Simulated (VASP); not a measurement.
Here is a VASP 6.6.1 calculation.

Contents of INCAR:

```
PREC     = Accurate       # precision mode
ENCUT    = 520            # plane-wave cutoff, eV
EDIFF    = 1E-6           # SCF threshold, eV
ISMEAR   = 0              # smearing method
SIGMA    = 0.03           # smearing width, eV
LREAL    = F              # projectors in reciprocal space
LASPH    = T              # aspherical terms in the spheres
NELM     = 100            # most SCF steps
ALGO     = Normal         # electronic algorithm
ISIF     = 2              # what is computed and relaxed
LWAVE    = F              # write WAVECAR
LCHARG   = F              # write CHGCAR
GGA      = PE             # functional
NBANDS   = 16             # bands
```

Contents of KPOINTS:

```
regular mesh
0
Gamma
  8 8 8
```

POSCAR

```
InAs
1.0
    0.0000000000      3.0180000000      3.0180000000
    3.0180000000      0.0000000000      3.0180000000
    3.0180000000      3.0180000000      0.0000000000
In As
1 1
Direct
    0.0000000000      0.0000000000      0.0000000000
    0.7500000000      0.7500000000      0.7500000000
```

Potentials or basis: VASP PAW PBE potentials, release 64 (In_d, As).

Launch:

```bash
$ cat potpaw_PBE.64/In_d/POTCAR potpaw_PBE.64/As/POTCAR > POTCAR
$ mpirun -np 1 vasp_std > vasp.out
```

Task: Predict the band gap on the k mesh.

Result: Zero (filled and empty bands touch).

Task: What does it give for the pressure?

Result: 4.4 GPa.

Caveat: spin-orbit coupling is left out, which moves the levels of the heavy elements.
